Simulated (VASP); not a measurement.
# Sr2Sb3P (P-3m1) in VASP: settings compared

Aim: see how the results for Sr2Sb3P move with the level of theory and the settings. Levels: PBEsol, r2SCAN+rVV10. Tasks: single point, relaxation of cell and atoms.

All numbers are computed with VASP 6.6.1; they aren't measurements. Logs are shortened: lines on timing, memory, paths and dates and some standing lists are left out, and cuts for length are marked.

## 1. The cell of the first run

It takes space group P-3m1 (No. 164, trigonal). Conventional cell: a = 4.865 Å, b = 4.865 Å, c = 8.794 Å, α = 90.00°, β = 90.00°, γ = 120.00°. Within 4.2 Å of Sr (site symmetry 3m) lie 3 P at 3.12 Å and 7 Sb at 3.41 to 4.15 Å and 3 Sr at 3.91 Å. Sb (site symmetry 3m) has 6 Sb at 3.02 to 3.58 Å and 4 Sr at 3.41 to 4.15 Å and 3 P at 4.32 Å within 4.4 Å. Sb (site symmetry -3m) has 6 Sb at 3.02 Å and 6 Sr at 4.14 Å within 4.2 Å. Within 4.1 Å of P (site symmetry -3m) lie 6 Sr at 3.12 Å.

## 2. Single point, PBEsol

Contents of INCAR:

```
ALGO     = Normal         # electronic algorithm
EDIFF    = 1E-6           # SCF threshold, eV
ENCUT    = 520            # plane-wave cutoff, eV
GGA      = PS             # functional
ISIF     = 2              # what is computed and relaxed
ISMEAR   = -1             # smearing method
LASPH    = True           # aspherical terms in the spheres
LCHARG   = False          # write CHGCAR
LREAL    = False          # projectors in reciprocal space
LWAVE    = False          # write WAVECAR
NBANDS   = 29             # bands
NELM     = 100            # most SCF steps
PREC     = Accurate       # precision mode
SIGMA    = 0.03           # smearing width, eV
```

Contents of KPOINTS:

```
k-points
0
Gamma
  6 6 2
```

Contents of POSCAR:

```
Sr2Sb3P
1.0
    4.8653697774      0.0000000000      0.0000000000
   -2.4326848887      4.2135338260      0.0000000000
    0.0000000000      0.0000000000      8.7941960584
Sr Sb P
2 3 1
Direct
    0.6666666667      0.3333333333      0.3453182183
    0.3333333333      0.6666666667      0.6546817817
    0.6666666667      0.3333333333      0.8739238642
    0.3333333333      0.6666666667      0.1260761358
    0.0000000000      0.0000000000      0.0000000000
    0.0000000000      0.0000000000      0.5000000000
```

Potentials or basis: VASP PAW PBE potentials, release 64 (Sr_sv, Sb, P).

Started as:

```sh
$ cat potpaw_PBE.64/Sr_sv/POTCAR potpaw_PBE.64/Sb/POTCAR potpaw_PBE.64/P/POTCAR > POTCAR
$ mpirun -np 1 vasp_std > vasp.out
```

OUTCAR:

```text
EDIFF = 1E-6
   ENCUT = 520
   GGA = PS
   ISIF = 2
   ISMEAR = -1
   LASPH = True
   LREAL = False
   NELM = 100
   PREC = Accurate

 ion  position               nearest neighbor table
   1  0.667  0.333  0.345-   6 3.12   6 3.12   6 3.12   4 3.41   4 3.41   4 3.41   2 3.91   2 3.91
                             2 3.91   5 4.14   5 4.14   5 4.14   3 4.15
   2  0.333  0.667  0.655-   6 3.12   6 3.12   6 3.12   3 3.41   3 3.41   3 3.41   1 3.91   1 3.91
                             1 3.91   5 4.14   5 4.14   5 4.14   4 4.15
   3  0.667  0.333  0.874-   5 3.02   5 3.02   5 3.02   2 3.41   2 3.41   2 3.41   4 3.58   4 3.58
                             4 3.58   1 4.15
   4  0.333  0.667  0.126-   5 3.02   5 3.02   5 3.02   1 3.41   1 3.41   1 3.41   3 3.58   3 3.58
                             3 3.58   2 4.15
   5  0.000  0.000  0.000-   3 3.02   4 3.02   4 3.02   3 3.02   3 3.02   4 3.02   1 4.14   2 4.14
                             2 4.14   1 4.14   2 4.14   1 4.14
   6  0.000  0.000  0.500-   1 3.12   2 3.12   2 3.12   1 3.12   1 3.12   2 3.12

  LATTYP: Found a hexagonal cell.
 ALAT       =     4.8653697774
 C/A-ratio  =     1.8075082595

  Lattice vectors:

 A1 = (   4.8653697774,   0.0000000000,   0.0000000000)
 A2 = (  -2.4326848887,   4.2135338260,   0.0000000000)
 A3 = (   0.0000000000,   0.0000000000,   8.7941960584)

Analysis of symmetry for initial positions (statically):
=====================================================================
 Subroutine PRICEL returns:
 Original cell was already a primitive cell.

 Routine SETGRP: Setting up the symmetry group for a
 hexagonal supercell.

 Subroutine GETGRP returns: Found 12 space group operations
 (whereof 12 operations were pure point group operations)
 out of a pool of 24 trial point group operations.

The static configuration has the point symmetry D_3d.

Analysis of symmetry for dynamics (positions and initial velocities):
=====================================================================
 Subroutine PRICEL returns:
 Original cell was already a primitive cell.

 Routine SETGRP: Setting up the symmetry group for a
 hexagonal supercell.

 Subroutine GETGRP returns: Found 12 space group operations
 (whereof 12 operations were pure point group operations)
 out of a pool of 24 trial point group operations.

The dynamic configuration has the point symmetry D_3d.

 Subroutine INISYM returns: Found 12 space group operations
 (whereof 12 operations are pure point group operations),
 and found     1 'primitive' translations

----------------------------------------------------------------------------------------

                                     Primitive cell

  volume of cell :     180.2845

  direct lattice vectors                    reciprocal lattice vectors
     4.865369777  0.000000000  0.000000000     0.205534224  0.118665239  0.000000000
    -2.432684889  4.213533826  0.000000000     0.000000000  0.237330479  0.000000000
     0.000000000  0.000000000  8.794196058     0.000000000  0.000000000  0.113711361

  length of vectors
     4.865369777  4.865369777  8.794196058     0.237330479  0.237330479  0.113711361

  position of ions in fractional coordinates (direct lattice)
     0.666666667  0.333333333  0.345318218
     0.333333333  0.666666667  0.654681782
     0.666666667  0.333333333  0.873923864
     0.333333333  0.666666667  0.126076136
     0.000000000  0.000000000  0.000000000
     0.000000000  0.000000000  0.500000000

  ion indices of the primitive-cell ions
   primitive index   ion index
                 1           1
                 2           2
                 3           3
                 4           4
                 5           5
                 6           6

----------------------------------------------------------------------------------------

 KPOINTS: k-points

Automatic generation of k-mesh.
 Grid dimensions read from file:
 generate k-points for:    6    6    2

 Generating k-lattice:

  Cartesian coordinates                     Fractional coordinates (reciprocal lattice)
     0.034255704  0.019777540  0.000000000     0.166666667 -0.000000000  0.000000000
     0.000000000  0.039555080  0.000000000     0.000000000  0.166666667  0.000000000
     0.000000000  0.000000000  0.056855680     0.000000000  0.000000000  0.500000000

  Length of vectors
     0.039555080  0.039555080  0.056855680

  Shift w.r.t. Gamma in fractional coordinates (k-lattice)
     0.000000000  0.000000000  0.000000000

 Subroutine IBZKPT returns following result:
 ===========================================

 Found     14 irreducible k-points:

 Following reciprocal coordinates:
            Coordinates               Weight
  0.000000  0.000000  0.000000      1.000000
  0.166667  0.000000  0.000000      6.000000
  0.333333  0.000000  0.000000      6.000000
  0.500000 -0.000000  0.000000      3.000000
  0.166667  0.166667  0.000000      6.000000
  0.333333  0.166667  0.000000     12.000000
  0.333333  0.333333  0.000000      2.000000
  0.000000  0.000000  0.500000      1.000000
  0.166667  0.000000  0.500000      6.000000
  0.333333  0.000000  0.500000      6.000000
  0.500000 -0.000000  0.500000      3.000000
  0.166667  0.166667  0.500000      6.000000
  0.333333  0.166667  0.500000     12.000000
  0.333333  0.333333  0.500000      2.000000
   k-points           NKPTS =     14   k-points in BZ     NKDIM =     14   number of bands    NBANDS=     29
   number of dos      NEDOS =    301   number of ions     NIONS =      6
   total plane-waves  NPLWV =  90720
   dimension x,y,z NGX =    36 NGY =   36 NGZ =   70
   dimension x,y,z NGXF=    72 NGYF=   72 NGZF=  140
   ions per type =               2   3   1
   NGX,Y,Z   is equivalent  to a cutoff of  12.30, 12.30, 13.23 a.u.
   NGXF,Y,Z  is equivalent  to a cutoff of  24.60, 24.60, 26.47 a.u.
 SYSTEM =  unknown system
   PREC   = accura    normal or accurate (medium, high low for compatibility)
   ISTART =      0    job   : 0-new  1-cont  2-samecut
   ICHARG =      2    charge: 1-file 2-atom 10-const
   ISPIN  =      1    spin polarized calculation?
   LNONCOLLINEAR =      F non collinear calculations
   LSORBIT =      F    spin-orbit coupling
   LASPH  =      T    aspherical Exc in radial PAW
   ENCUT  =  520.0 eV  38.22 Ry    6.18 a.u.   9.05  9.05 16.35*2*pi/ulx,y,z
   NELM   =    100;   NELMIN=  2; NELMDL= -5     # of ELM steps
   EDIFF  = 0.1E-05   stopping-criterion for ELM
   LREAL  =      F    real-space projection
   EDIFFG = 0.1E-04   stopping-criterion for IOM
   NSW    =      0    number of steps for IOM
   IBRION =     -1    ionic relax: 0-MD 1-quasi-New 2-CG
   NFREE  =      0    steps in history (QN), initial steepest desc. (CG)
   ISIF   =      2    stress and relaxation
   ISYM   =      2    0-nonsym 1-usesym 2-fastsym
   POTIM  = 0.5000    time-step for ionic-motion
   TEBEG  =    0.0;   TEEND  =   0.0 temperature during run
   PSTRESS=    0.0 pullay stress
   NELECT =      40.0000    total number of electrons
   NUPDOWN=      -1.0000    fix difference up-down
   EMIN   =  10.00;   EMAX   =-10.00  energy-range for DOS
   EFERMI =   0.00;   METHOD = LEGACY
   ISMEAR =    -1;   SIGMA  =   0.03  broadening in eV -4-tet -1-fermi 0-gaus
   EFERMI_NEDOS =   21; number of points for ismear=-14 and -15
   IALGO  =     38    algorithm
   IMIX   =      4    mixing-type and parameters
     AMIX     =   0.40;   BMIX     =  1.00
     AMIX_MAG =   1.60;   BMIX_MAG =  1.00
  volume/ion in A,a.u.               =      30.05       202.77
  Fermi-wavevector in a.u.,A,eV,Ry     =   0.991080  1.872869 13.364178  0.982239
  Thomas-Fermi vector in A             =   2.122796
   LORBIT       =      0    0 simple, 1 ext, 2 COOP (PROOUT), +10 PAW based schemes
   GGA     = PS    functional components
   LHFCALC =     F    Hartree Fock is set to
   AEXX    =    0.0000 exact exchange contribution
   IVDW    =     0    specifies the selected vdW correction
   LEPSILON=     F    determine dielectric tensor
   LRPA    =     F    only Hartree local field effects (RPA)
 non-spin polarized calculation
  energy-cutoff  :      520.00
  volume of cell :      180.28
 maximum number of plane-waves:      4911
   NGX = 19   NGY = 19   NGZ = 33

 number of electron      39.9999999 magnetization

 Free energy of the ion-electron system (eV)
  ---------------------------------------------------
  ext. energy  EPLUGINS =         0.00000000
  ---------------------------------------------------
  free energy    TOTEN  =       -25.66710266 eV

  energy without entropy =      -25.65634490  energy(sigma->0) =      -25.66172378

 E-fermi :   4.9304     XC(G=0):  -9.3962

 val. band max:        4.8471926171   @ k =   0.3333   0.3333   0.5000
 cond. band min:       4.9487401473   @ k =   0.3333   0.1667   0.0000
 fundamental gap:      0.1015475302
 Fermi energy:         4.9304393297

 k-point     1 :       0.0000    0.0000    0.0000
  band No.  band energies     occupation
      1     -30.1048      2.00000
      2     -30.0810      2.00000
      3     -12.3376      2.00000
      4     -12.1520      2.00000
      5     -12.1431      2.00000
      6     -12.1431      2.00000
[... 21 lines left out ...]
     28       8.6422      0.00000
     29       9.3052      0.00000

 k-point     2 :       0.1667    0.0000    0.0000
  band No.  band energies     occupation
      1     -30.1029      2.00000
      2     -30.0819      2.00000
      3     -12.3278      2.00000
      4     -12.1993      2.00000
      5     -12.1531      2.00000
      6     -12.1205      2.00000
[... 21 lines left out ...]
     28       8.5510      0.00000
     29       9.1688      0.00000

 k-point     3 :       0.3333    0.0000    0.0000
  band No.  band energies     occupation
      1     -30.0982      2.00000
      2     -30.0845      2.00000
      3     -12.3086      2.00000
      4     -12.2549      2.00000
      5     -12.1707      2.00000
      6     -12.1290      2.00000
[... 21 lines left out ...]
     28       9.2794      0.00000
     29       9.3080      0.00000

 k-point     4 :       0.5000   -0.0000    0.0000
  band No.  band energies     occupation
      1     -30.0948      2.00000
      2     -30.0870      2.00000
      3     -12.2920      2.00000
      4     -12.2887      2.00000
      5     -12.1787      2.00000
      6     -12.1304      2.00000
[... 21 lines left out ...]
     28       9.0490      0.00000
     29       9.6141      0.00000

 k-point     5 :       0.1667    0.1667    0.0000
  band No.  band energies     occupation
      1     -30.0995      2.00000
      2     -30.0837      2.00000
      3     -12.3132      2.00000
      4     -12.2342      2.00000
      5     -12.1826      2.00000
      6     -12.1102      2.00000
[... 21 lines left out ...]
     28       9.1636      0.00000
     29       9.5454      0.00000
[... 190 lines left out ...]
     28       9.3812      0.00000
     29       9.4760      0.00000

 k-point    12 :       0.1667    0.1667    0.5000
  band No.  band energies     occupation
      1     -30.0995      2.00000
      2     -30.0837      2.00000
      3     -12.3104      2.00000
      4     -12.2396      2.00000
      5     -12.1814      2.00000
      6     -12.1104      2.00000
[... 21 lines left out ...]
     28       8.9697      0.00000
     29       9.5019      0.00000

 k-point    13 :       0.3333    0.1667    0.5000
  band No.  band energies     occupation
      1     -30.0948      2.00000
      2     -30.0870      2.00000
      3     -12.2955      2.00000
      4     -12.2731      2.00000
      5     -12.2050      2.00000
      6     -12.1134      2.00000
[... 21 lines left out ...]
     28       9.2935      0.00000
     29       9.6128      0.00000

 k-point    14 :       0.3333    0.3333    0.5000
  band No.  band energies     occupation
      1     -30.0906      2.00000
      2     -30.0906      2.00000
      3     -12.2772      2.00000
      4     -12.2772      2.00000
      5     -12.2359      2.00000
      6     -12.1049      2.00000
[... 21 lines left out ...]
     28       9.3498      0.00000
     29       9.3507      0.00000

------------------------ aborting loop because EDIFF is reached ----------------------------------------

  FORCE on cell =-STRESS in cart. coord.  units (eV):
  Direction    XX          YY          ZZ          XY          YZ          ZX
  --------------------------------------------------------------------------------------
  -------------------------------------------------------------------------------------
  Total        0.1954458      0.1954458      0.0984258      0.0000000     -0.0000000      0.0000000
  in kB        1.7369146      1.7369146      0.8747037      0.0000000     -0.0000000      0.0000000
  external PRESSURE =       1.4495110 kB  Pullay stress =       0.0000000 kB

 VOLUME and BASIS-vectors are now :
 -----------------------------------------------------------------------------
  energy-cutoff  :      520.00
  volume of cell :      180.28
      direct lattice vectors                 reciprocal lattice vectors
     4.865369777  0.000000000  0.000000000     0.205534224  0.118665239  0.000000000
    -2.432684889  4.213533826  0.000000000     0.000000000  0.237330479  0.000000000
     0.000000000  0.000000000  8.794196058     0.000000000  0.000000000  0.113711361

 POSITION                                       TOTAL-FORCE (eV/Angst)
 -----------------------------------------------------------------------------------
      2.43268      1.40451      3.03680         0.000000      0.000000     -0.003387
     -0.00000      2.80902      5.75740         0.000000      0.000000      0.003387
      2.43268      1.40451      7.68546         0.000000      0.000000      0.002866
     -0.00000      2.80902      1.10874        -0.000000     -0.000000     -0.002866
      0.00000      0.00000      0.00000        -0.000000      0.000000      0.000000
      0.00000      0.00000      4.39710        -0.000000      0.000000      0.000000
 -----------------------------------------------------------------------------------
    total drift:                               -0.000000      0.000000     -0.000000

  FREE ENERGIE OF THE ION-ELECTRON SYSTEM (eV)
  ---------------------------------------------------
  free  energy   TOTEN  =       -25.6671026576 eV

  energy  without entropy=      -25.6563448961  energy(sigma->0) =      -25.66172378
```

It took 63 s on 1 thread of AMD EPYC 7R13 (Zen 3), shared host; peak memory 0.29 GiB.

What came out:

| Property | Result |
| --- | --- |
| Free energy | -25.6671 eV |
| Pressure | 0.1 GPa |
| Largest force | 0.003 eV/Å |
| Band gap on the k mesh | zero (bands 20 and 21 overlap by 0.78 eV) |

Forces on the atoms (eV/Å):
```
Sr   0.000  0.000 -0.003
Sr   0.000  0.000  0.003
Sb   0.000  0.000  0.003
Sb   0.000  0.000 -0.003
Sb   0.000  0.000  0.000
P    0.000  0.000  0.000
```

Levels at points of the mesh, in eV from the Fermi level:
```csv
k point,band 18,band 19,band 20,band 21,band 22,band 23
"(0.00, 0.00, 0.00)",-1.77,-1.09,-1.09,-0.69,0.69,1.73
"(0.50, 0.00, 0.00)",-0.93,-0.59,-0.30,0.16,1.50,1.95
"(0.00, 0.00, 0.50)",-1.28,-0.82,-0.82,0.02,0.22,1.36
"(0.50, 0.00, 0.50)",-0.93,-0.93,-0.55,0.76,1.49,2.21
```

Caveat: the PAW data sets were made with another functional, which shifts forces and pressure a little; spin-orbit coupling is left out, which moves the levels of the heavy elements.

[end of part 1 of 3]

The gap in the log of VASP goes by the Fermi energy; the results here count the filled bands.